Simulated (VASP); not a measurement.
Crystal: Ca.

```xyz
1
Lattice="0.0000 2.7942 2.7942 2.7942 0.0000 2.7942 2.7942 2.7942 0.0000" Properties=species:S:1:pos:R:3 pbc="T T T"
Ca    0.0000    0.0000    0.0000
```

| Quantity | Value |
| --- | --- |
| Program | VASP 6.6.1 |
| Task | relaxation of cell and atoms |
| Functional | PBE |
| Dispersion | D4 |
| Potentials or basis | VASP PAW PBE potentials, release 64 (Ca_sv) |
| Cutoff | 600 eV |
| k mesh | 8 × 8 × 8 |
| Occupations | fermi-dirac, width 0.05 eV |
| Spin | no spin polarisation |

At the start: pressure -1.1 GPa; volume 43.63 Å³/atom.

**Question.** Where does the relaxation end?

**Answer.** Over 16 steps the energy falls by 8.8 meV/atom and the volume is 41.84 Å³/atom (-4.1 %); space group Fm-3m (No. 225, to 0.05 Å).

Step by step:
```tsv
step	energy change (eV)	largest force (eV/Å)	pressure (GPa)	volume (Å³)
1	0.0000	0.0000	-1.12	43.63
2	0.0082	0.0000	121.29	41.73
3	-0.0001	0.0000	-1.10	43.61
4	-0.0002	0.0000	-1.10	43.60
5	-0.0057	0.0000	-0.77	42.66
6	-0.0077	0.0000	-0.60	42.19
7	-0.0085	0.0000	-0.51	41.96
8	-0.0088	0.0000	-0.06	41.85
9	-0.0086	0.0000	2.16	41.81
10	-0.0049	0.0000	-0.82	42.81
11	-0.0063	0.0000	-0.72	42.53
12	-0.0071	0.0000	-0.65	42.35
13	-0.0081	0.0000	-0.55	42.08
14	-0.0085	0.0000	-0.50	41.94
15	-0.0087	0.0000	-0.40	41.88
16	-0.0088	0.0000	-0.01	41.84
```

Final structure:
```
CELL_PARAMETERS angstrom
0.00000 2.75552 2.75552
2.75552 0.00000 2.75552
2.75552 2.75552 0.00000
ATOMIC_POSITIONS crystal
Ca 0.00000 0.00000 0.00000
```

Caveat: pairwise dispersion overbinds metals, which lowers pressure and volume.
